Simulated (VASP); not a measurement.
# BaP (Pm-3m) in VASP: notebook

The runs below take BaP through single point, relaxation of cell and atoms, with PBE.

Everything below comes from runs of VASP 6.6.1. Logs are shortened: lines on timing, memory, paths and dates and some standing lists are left out, and cuts for length are marked.

### Step 1. The cell of the first run

Symmetry: Pm-3m, No. 221, cubic system. Conventional cell: a = 3.909 Å, b = 3.909 Å, c = 3.909 Å, α = 90.00°, β = 90.00°, γ = 90.00°. Ba (site symmetry m-3m) has 8 P at 3.39 Å and 6 Ba at 3.91 Å within 4.5 Å. Within 4.5 Å of P (site symmetry m-3m) lie 8 Ba at 3.39 Å and 6 P at 3.91 Å.

The cell was built from a structure type or drawn by symmetry, and may not be a known phase.

### Step 2. Single point, PBE

The input, INCAR:

```
SYSTEM = BaP
PREC = Accurate ; ENCUT = 520
EDIFF = 1E-6 ; ISMEAR = 0
SIGMA = 0.1 ; LREAL = .False.
LASPH = .True. ; NELM = 100
ALGO = Normal ; ISIF = 2
LWAVE = .False. ; LCHARG = .False.
GGA = PE ; NBANDS = 14
```

The input, KPOINTS:

```
regular mesh
0
Gamma
  4 4 4
  0 0 0
```

The input, POSCAR:

```
BaP
1.0
    3.9089474100      0.0000000000      0.0000000000
    0.0000000000      3.9089474100      0.0000000000
    0.0000000000      0.0000000000      3.9089474100
Ba P
1 1
Direct
    0.0000000000      0.0000000000      0.0000000000
    0.5000000000      0.5000000000      0.5000000000
```

Potentials or basis: VASP PAW PBE potentials, release 64 (Ba_sv, P).

Started as:

```bash
$ cat potpaw_PBE.64/Ba_sv/POTCAR potpaw_PBE.64/P/POTCAR > POTCAR
$ mpirun -np 1 vasp_std > vasp.out
```

OUTCAR:

```text
SYSTEM = BaP
   PREC = Accurate
   ENCUT = 520
   EDIFF = 1E-6
   ISMEAR = 0
   LREAL = .False.
   LASPH = .True.
   NELM = 100
   ISIF = 2
   GGA = PE

 ion  position               nearest neighbor table
   1  0.000  0.000  0.000-   2 3.39   2 3.39   2 3.39   2 3.39   2 3.39   2 3.39   2 3.39   2 3.39

   2  0.500  0.500  0.500-   1 3.39   1 3.39   1 3.39   1 3.39   1 3.39   1 3.39   1 3.39   1 3.39

  LATTYP: Found a simple cubic cell.
 ALAT       =     3.9089474100

  Lattice vectors:

 A1 = (   3.9089474100,   0.0000000000,   0.0000000000)
 A2 = (   0.0000000000,   3.9089474100,   0.0000000000)
 A3 = (   0.0000000000,   0.0000000000,   3.9089474100)

Analysis of symmetry for initial positions (statically):
=====================================================================
 Subroutine PRICEL returns:
 Original cell was already a primitive cell.

 Routine SETGRP: Setting up the symmetry group for a
 simple cubic supercell.

 Subroutine GETGRP returns: Found 48 space group operations
 (whereof 48 operations were pure point group operations)
 out of a pool of 48 trial point group operations.

The static configuration has the point symmetry O_h .

Analysis of symmetry for dynamics (positions and initial velocities):
=====================================================================
 Subroutine PRICEL returns:
 Original cell was already a primitive cell.

 Routine SETGRP: Setting up the symmetry group for a
 simple cubic supercell.

 Subroutine GETGRP returns: Found 48 space group operations
 (whereof 48 operations were pure point group operations)
 out of a pool of 48 trial point group operations.

The dynamic configuration has the point symmetry O_h .

 Subroutine INISYM returns: Found 48 space group operations
 (whereof 48 operations are pure point group operations),
 and found     1 'primitive' translations

----------------------------------------------------------------------------------------

                                     Primitive cell

  volume of cell :      59.7282

  direct lattice vectors                    reciprocal lattice vectors
     3.908947410  0.000000000  0.000000000     0.255823345  0.000000000  0.000000000
     0.000000000  3.908947410  0.000000000     0.000000000  0.255823345  0.000000000
     0.000000000  0.000000000  3.908947410     0.000000000  0.000000000  0.255823345

  length of vectors
     3.908947410  3.908947410  3.908947410     0.255823345  0.255823345  0.255823345

  position of ions in fractional coordinates (direct lattice)
     0.000000000  0.000000000  0.000000000
     0.500000000  0.500000000  0.500000000

  ion indices of the primitive-cell ions
   primitive index   ion index
                 1           1
                 2           2

----------------------------------------------------------------------------------------

 KPOINTS: regular mesh

Automatic generation of k-mesh.
 Grid dimensions read from file:
 generate k-points for:    4    4    4

 Generating k-lattice:

  Cartesian coordinates                     Fractional coordinates (reciprocal lattice)
     0.063955836  0.000000000  0.000000000     0.250000000  0.000000000  0.000000000
     0.000000000  0.063955836  0.000000000     0.000000000  0.250000000  0.000000000
     0.000000000  0.000000000  0.063955836     0.000000000  0.000000000  0.250000000

  Length of vectors
     0.063955836  0.063955836  0.063955836

  Shift w.r.t. Gamma in fractional coordinates (k-lattice)
     0.000000000  0.000000000  0.000000000

 Subroutine IBZKPT returns following result:
 ===========================================

 Found     10 irreducible k-points:

 Following reciprocal coordinates:
            Coordinates               Weight
  0.000000  0.000000  0.000000      1.000000
  0.250000  0.000000  0.000000      6.000000
  0.500000  0.000000  0.000000      3.000000
  0.250000  0.250000  0.000000     12.000000
  0.500000  0.250000  0.000000     12.000000
  0.500000  0.500000  0.000000      3.000000
  0.250000  0.250000  0.250000      8.000000
  0.500000  0.250000  0.250000     12.000000
  0.500000  0.500000  0.250000      6.000000
  0.500000  0.500000  0.500000      1.000000
   k-points           NKPTS =     10   k-points in BZ     NKDIM =     10   number of bands    NBANDS=     14
   number of dos      NEDOS =    301   number of ions     NIONS =      2
   total plane-waves  NPLWV =  27000
   dimension x,y,z NGX =    30 NGY =   30 NGZ =   30
   dimension x,y,z NGXF=    60 NGYF=   60 NGZF=   60
   ions per type =               1   1
   NGX,Y,Z   is equivalent  to a cutoff of  12.76, 12.76, 12.76 a.u.
   NGXF,Y,Z  is equivalent  to a cutoff of  25.52, 25.52, 25.52 a.u.
 SYSTEM =  BaP
   PREC   = accura    normal or accurate (medium, high low for compatibility)
   ISTART =      0    job   : 0-new  1-cont  2-samecut
   ICHARG =      2    charge: 1-file 2-atom 10-const
   ISPIN  =      1    spin polarized calculation?
   LNONCOLLINEAR =      F non collinear calculations
   LSORBIT =      F    spin-orbit coupling
   LASPH  =      T    aspherical Exc in radial PAW
   ENCUT  =  520.0 eV  38.22 Ry    6.18 a.u.   7.27  7.27  7.27*2*pi/ulx,y,z
   NELM   =    100;   NELMIN=  2; NELMDL= -5     # of ELM steps
   EDIFF  = 0.1E-05   stopping-criterion for ELM
   LREAL  =      F    real-space projection
   EDIFFG = 0.1E-04   stopping-criterion for IOM
   NSW    =      0    number of steps for IOM
   IBRION =     -1    ionic relax: 0-MD 1-quasi-New 2-CG
   NFREE  =      0    steps in history (QN), initial steepest desc. (CG)
   ISIF   =      2    stress and relaxation
   ISYM   =      2    0-nonsym 1-usesym 2-fastsym
   POTIM  = 0.5000    time-step for ionic-motion
   TEBEG  =    0.0;   TEEND  =   0.0 temperature during run
   PSTRESS=    0.0 pullay stress
   NELECT =      15.0000    total number of electrons
   NUPDOWN=      -1.0000    fix difference up-down
   EMIN   =  10.00;   EMAX   =-10.00  energy-range for DOS
   EFERMI =   0.00;   METHOD = LEGACY
   ISMEAR =     0;   SIGMA  =   0.10  broadening in eV -4-tet -1-fermi 0-gaus
   EFERMI_NEDOS =   21; number of points for ismear=-14 and -15
   IALGO  =     38    algorithm
   IMIX   =      4    mixing-type and parameters
     AMIX     =   0.40;   BMIX     =  1.00
     AMIX_MAG =   1.60;   BMIX_MAG =  1.00
  volume/ion in A,a.u.               =      29.86       201.53
  Fermi-wavevector in a.u.,A,eV,Ry     =   1.032869  1.951840 14.514957  1.066819
  Thomas-Fermi vector in A             =   2.167088
   LORBIT       =      0    0 simple, 1 ext, 2 COOP (PROOUT), +10 PAW based schemes
   GGA     = PE    functional components
   LHFCALC =     F    Hartree Fock is set to
   AEXX    =    0.0000 exact exchange contribution
   IVDW    =     0    specifies the selected vdW correction
   LEPSILON=     F    determine dielectric tensor
   LRPA    =     F    only Hartree local field effects (RPA)
 non-spin polarized calculation
 Gauss-broadening in eV      SIGMA  =   0.10
  energy-cutoff  :      520.00
  volume of cell :       59.73
 maximum number of plane-waves:      1640
 NGX is ok and might be reduce to    30
   NGX = 15   NGY = 15   NGZ = 15

 number of electron      15.0000004 magnetization

 Free energy of the ion-electron system (eV)
  ---------------------------------------------------
  ext. energy  EPLUGINS =         0.00000000
  ---------------------------------------------------
  free energy    TOTEN  =        -8.58482063 eV

  energy without entropy =       -8.55893518  energy(sigma->0) =       -8.57187791

 E-fermi :   3.3958     XC(G=0):  -9.2715

 val. band max:        3.0333175203   @ k =   0.5000   0.0000   0.0000
 cond. band min:       3.4168842175   @ k =   0.2500   0.0000   0.0000
 fundamental gap:      0.3835666972
 Fermi energy:         3.3958082956

 k-point     1 :       0.0000    0.0000    0.0000
  band No.  band energies     occupation
      1     -24.1361      2.00000
      2      -9.0209      2.00000
      3      -9.0209      2.00000
      4      -9.0209      2.00000
      5      -6.0123      2.00000
      6       3.8230      0.00000
      7       3.8230      0.00000
      8       3.8230      0.00000
      9       4.2265      0.00000
     10       4.2265      0.00000
     11       7.3922      0.00000
     12       9.1294      0.00000
     13       9.1294      0.00000
     14       9.1294      0.00000

 k-point     2 :       0.2500    0.0000    0.0000
  band No.  band energies     occupation
      1     -24.0991      2.00000
      2      -9.6250      2.00000
      3      -8.9688      2.00000
      4      -8.9688      2.00000
      5      -5.3922      2.00000
      6       1.6926      2.00000
      7       3.4169      0.76566
      8       3.4169      0.76566
      9       4.6587      0.00000
     10       6.3874      0.00000
     11       9.1335      0.00000
     12       9.4183      0.00000
     13       9.4183      0.00000
     14       9.4615      0.00000

 k-point     3 :       0.5000    0.0000    0.0000
  band No.  band energies     occupation
      1     -24.0616      2.00000
      2     -10.1038      2.00000
      3      -8.9156      2.00000
      4      -8.9156      2.00000
      5      -4.7907      2.00000
      6       0.4019      2.00000
      7       3.0333      2.00000
      8       3.0333      2.00000
      9       5.3039      0.00000
     10       8.7959      0.00000
     11       9.4154      0.00000
     12       9.8981      0.00000
     13      10.1041      0.00000
     14      10.1917      0.00000
[... 86 lines left out ...]
 k-point     9 :       0.5000    0.5000    0.2500
  band No.  band energies     occupation
      1     -23.9593      2.00000
      2      -9.6657      2.00000
      3      -9.6657      2.00000
      4      -9.2223      2.00000
      5      -5.0647      2.00000
      6       1.3185      2.00000
      7       1.3185      2.00000
      8       1.9346      2.00000
      9       6.6799      0.00000
     10       8.1712      0.00000
     11       8.1712      0.00000
     12       9.2150      0.00000
     13      11.5254      0.00000
     14      12.4902      0.00000

 k-point    10 :       0.5000    0.5000    0.5000
  band No.  band energies     occupation
      1     -23.9260      2.00000
      2      -9.5788      2.00000
      3      -9.5788      2.00000
      4      -9.5788      2.00000
      5      -4.7282      2.00000
      6       0.6529      2.00000
      7       0.6529      2.00000
      8       0.6529      2.00000
      9       9.9341      0.00000
     10       9.9341      0.00000
     11       9.9341      0.00000
     12      10.9285      0.00000
     13      10.9285      0.00000
     14      10.9285      0.00000

------------------------ aborting loop because EDIFF is reached ----------------------------------------

  FORCE on cell =-STRESS in cart. coord.  units (eV):
  Direction    XX          YY          ZZ          XY          YZ          ZX
  --------------------------------------------------------------------------------------
  -------------------------------------------------------------------------------------
  Total        0.4702805      0.4702805      0.4702805      0.0000000     -0.0000000      0.0000000
  in kB       12.6150238     12.6150238     12.6150238      0.0000000     -0.0000000      0.0000000
  external PRESSURE =      12.6150238 kB  Pullay stress =       0.0000000 kB

 VOLUME and BASIS-vectors are now :
 -----------------------------------------------------------------------------
  energy-cutoff  :      520.00
  volume of cell :       59.73
      direct lattice vectors                 reciprocal lattice vectors
     3.908947410  0.000000000  0.000000000     0.255823345  0.000000000  0.000000000
     0.000000000  3.908947410  0.000000000     0.000000000  0.255823345  0.000000000
     0.000000000  0.000000000  3.908947410     0.000000000  0.000000000  0.255823345

 POSITION                                       TOTAL-FORCE (eV/Angst)
 -----------------------------------------------------------------------------------
      0.00000      0.00000      0.00000         0.000000      0.000000      0.000000
      1.95447      1.95447      1.95447         0.000000      0.000000      0.000000
 -----------------------------------------------------------------------------------
    total drift:                                0.000000     -0.000000     -0.000000

  FREE ENERGIE OF THE ION-ELECTRON SYSTEM (eV)
  ---------------------------------------------------
  free  energy   TOTEN  =        -8.5848206269 eV

  energy  without entropy=       -8.5589351840  energy(sigma->0) =       -8.57187791
```

Wall time 8.4 s (1 thread of Intel Xeon Platinum 8259CL at 2.50GHz (Skylake/Cascade Lake), shared host); peak memory 0.16 GiB.

What came out:

```
Free energy            : -8.5848 eV
Pressure               : 1.3 GPa
Band gap on the k mesh : zero (an odd number of electrons rules out a gap without spin polarisation)
```

Caveat: the k points lie up to 0.40 Å⁻¹ apart, too coarse for converged energies and pressures of a metal; spin-orbit coupling is left out, which moves the levels of the heavy elements.

### Step 3. Single point, PBE

This run uses another cell than the first one, of 29.98 Å³/atom.

The input, INCAR:

```
SYSTEM = BaP
  PREC = Accurate
  ENCUT = 520
  EDIFF = 1E-7
  ISMEAR = 0
  SIGMA = 0.1
  LREAL = .FALSE.
  LASPH = .TRUE.
  NELM = 100
  ALGO = Normal
  ISIF = 2
  LWAVE = .FALSE.
  LCHARG = .TRUE.
  GGA = PE
  LELF = .TRUE.
  LVHAR = .TRUE.
  NBANDS = 14
```

The input, KPOINTS:

```
Automatic mesh
0
G
  14 14 14
  0 0 0
```

The input, POSCAR:

```
BaP
1.0
    3.9139413895      0.0000000000      0.0000000000
    0.0000000000      3.9139413895      0.0000000000
    0.0000000000      0.0000000000      3.9139413895
Ba P
1 1
Direct
    0.0000000000      0.0000000000      0.0000000000
    0.5000000000      0.5000000000      0.5000000000
```

Potentials or basis: VASP PAW PBE potentials, release 64 (Ba_sv, P).

Started as:

```bash
$ cat potpaw_PBE.64/Ba_sv/POTCAR potpaw_PBE.64/P/POTCAR > POTCAR
$ mpirun -np 1 vasp_std > vasp.out
```

Wall time 69 s (1 thread of Intel Xeon Platinum 8259CL at 2.50GHz (Skylake/Cascade Lake), shared host); peak memory 0.24 GiB.

It converged, with:

```yaml
Free_energy: -8.5282 eV
Pressure: 0.7 GPa
Band_gap_on_the_k_mesh: zero (an odd number of electrons rules out a gap without spin polarisation)
```

Levels at points of the mesh, in eV from the Fermi level:
```tsv
k point	band 4	band 5	band 6	band 7	band 8	band 9	band 10	band 11	band 12	band 13
(0.00, 0.00, 0.00)	-12.28	-9.27	0.55	0.55	0.55	0.98	0.98	4.10	5.87	5.87
(0.50, 0.00, 0.00)	-12.17	-8.06	-2.85	-0.23	-0.23	2.06	5.54	6.14	6.63	6.82
(0.50, 0.50, 0.00)	-12.09	-8.60	-1.09	-1.09	0.79	1.63	3.33	3.71	3.71	8.14
(0.50, 0.50, 0.50)	-12.83	-8.00	-2.60	-2.60	-2.60	6.66	6.66	6.66	7.64	7.64
```

Caveat: spin-orbit coupling is left out, which moves the levels of the heavy elements.

### Step 4. Relaxation of cell and atoms, PBE

The input, INCAR:

```
PREC = Accurate ; ENCUT = 600
EDIFF = 1E-6 ; ISMEAR = 0
SIGMA = 0.1 ; LREAL = False
LASPH = True ; NELM = 80
ALGO = Normal ; ISIF = 3
LWAVE = False ; LCHARG = False
GGA = PE ; IBRION = 2
NSW = 100 ; EDIFFG = -0.01
```

The input, KPOINTS:

```
regular mesh
0
Gamma
  14 14 14
```

The input, POSCAR:

```
BaP
1.0
    3.9089474100      0.0000000000      0.0000000000
    0.0000000000      3.9089474100      0.0000000000
    0.0000000000      0.0000000000      3.9089474100
Ba P
1 1
Direct
    0.0000000000      0.0000000000      0.0000000000
    0.5000000000      0.5000000000      0.5000000000
```

Started as:

```bash
$ cat potpaw_PBE.64/Ba_sv/POTCAR potpaw_PBE.64/P/POTCAR > POTCAR
$ mpirun -np 1 vasp_std > vasp.out
```

It took 86 s on 1 thread of Intel Xeon Platinum 8259CL at 2.50GHz (Skylake/Cascade Lake), shared host; peak memory 0.26 GiB.

It converged, with:

| Property | Result |
| --- | --- |
| Free energy | -8.5310 eV |
| Relaxed volume | 30.54 Å³/atom |
| Relaxed cell | a = 3.938 Å, b = 3.938 Å, c = 3.938 Å, α = 90.00°, β = 90.00°, γ = 90.00° |
| Space group after relaxing (to 0.1 Å) | Pm-3m (No. 221) |
| Energy gained by relaxing | 1.9 meV/atom |
| Ionic steps | 3 |
| Pressure after relaxing | 0.0 GPa |
| Band gap on the k mesh | zero (an odd number of electrons rules out a gap without spin polarisation) |

Step by step:
| step | energy change (eV) | largest force (eV/Å) | pressure (GPa) | volume (Å³) |
| --- | --- | --- | --- | --- |
| 1 | 0.0000 | 0.0000 | 0.90 | 59.73 |
| 2 | -0.0037 | 0.0000 | -0.07 | 61.18 |
| 3 | -0.0037 | 0.0000 | 0.00 | 61.08 |

Final structure:
```
Ba P
1.0
     3.93816    0.00000    0.00000
     0.00000    3.93816    0.00000
     0.00000    0.00000    3.93816
Ba P
1 1
Direct
  0.00000 0.00000 0.00000
  0.50000 0.50000 0.50000
```

Levels at points of the mesh, in eV from the Fermi level:
```csv
k point,band 6,band 7,band 8,band 9,band 10,band 11
"(0.00, 0.00, 0.00)",0.53,0.53,0.53,1.02,1.02,3.95
"(0.50, 0.00, 0.00)",-2.81,-0.21,-0.21,2.06,5.55,6.04
"(0.50, 0.50, 0.00)",-1.09,-1.09,0.77,1.62,3.29,3.70
"(0.50, 0.50, 0.50)",-2.53,-2.53,-2.53,6.55,6.55,6.55
```

Caveat: spin-orbit coupling is left out, which moves the levels of the heavy elements.

### Step 5. Overview

| task | cell | k mesh | cutoff (eV) | gap on the mesh (eV) | pressure (GPa) |
| --- | --- | --- | --- | --- | --- |
| single point | a = 3.909 Å, 2 atoms | 4 × 4 × 4 | 520 | none | 1.3 |
| single point | a = 3.914 Å, 2 atoms | 14 × 14 × 14 | 520 | none | 0.7 |
| relaxation of cell and atoms | relaxed from a = 3.909 Å, 2 atoms | 14 × 14 × 14 | 600 | none | 0.0 |

Alike in all rows: level PBE; potentials or basis VASP PAW PBE potentials, release 64 (Ba_sv, P); no spin polarisation; smearing gaussian 0.1 eV.

Caveats: some runs use coarse meshes; spin-orbit coupling is left out, which moves the levels of the heavy elements.

Total energies depend on the potentials used, so only differences within one code and one set of settings carry meaning.
